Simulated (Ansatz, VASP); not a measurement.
PbS: VASP beside Ansatz

INCAR

```
  ALGO = Normal
  EDIFF = 1E-6
  EDIFFG = -0.005
  ENCUT = 600
  GGA = PE
  IBRION = 2
  ISIF = 3
  ISMEAR = 0
  LASPH = True
  LCHARG = False
  LREAL = False
  LWAVE = False
  NELM = 60
  NSW = 70
  PREC = Accurate
  SIGMA = 0.02
```

KPOINTS

```
k-points
0
Gamma
  10 10 10
```

POSCAR

```
PbS
1.0
    0.0000000000      2.9679283527      2.9679283527
    2.9679283527      0.0000000000      2.9679283527
    2.9679283527      2.9679283527      0.0000000000
Pb S
1 1
Direct
    0.0000000000      0.0000000000      0.0000000000
    0.5000000000      0.5000000000      0.5000000000
```

Input for Ansatz:

```yaml
crystal:
  lattice:
    - [0.0, 2.9679283527, 2.9679283527]
    - [2.9679283527, 0.0, 2.9679283527]
    - [2.9679283527, 2.9679283527, 0.0]
  atoms:
    - { symbol: Pb, position: [0.0, 0.0, 0.0] }
    - { symbol: S, position: [0.5, 0.5, 0.5] }
basis:
  ecutwfc: 420
kpoints:
  mp_grid: { grid: [10, 10, 10] }
hamiltonian:
  xc: pbe
scf:
  occupations: { method: gaussian, width: 0.02 }
output:
  forces: true
  stress: true
  eigenvalues: true
relax:
  adjacent_minimum: "off"
  f_tol: 0.005
  max_steps: 50
  cell: { stress_tol: 0.05 }
```

Alike in both runs: task relaxation of cell and atoms; functional PBE; k mesh 10 × 10 × 10; occupations gaussian, width 0.02 eV; no spin polarisation.

```csv
,VASP,Ansatz
version,VASP 6.6.1,Ansatz 0.2.0
potentials or method,"VASP PAW PBE potentials, release 64 (Pb_d, S), cutoff 600 eV","scalar-relativistic, plane waves, PAW"
valence electrons in the cell,20,20
```

VASP gave:

* gap on the k mesh at the Fermi level, each at its own relaxed structure (eV): 0.50
* relaxed volume (Å³/atom): 27.11
* relaxed cell length with the largest relative difference (Å): 4.248

Q: Which values does Ansatz return?

A: gap on the k mesh at the Fermi level, each at its own relaxed structure (eV): 0.49; relaxed volume (Å³/atom): 27.12; relaxed cell length with the largest relative difference (Å): 4.249.

Spin-orbit coupling is off throughout.
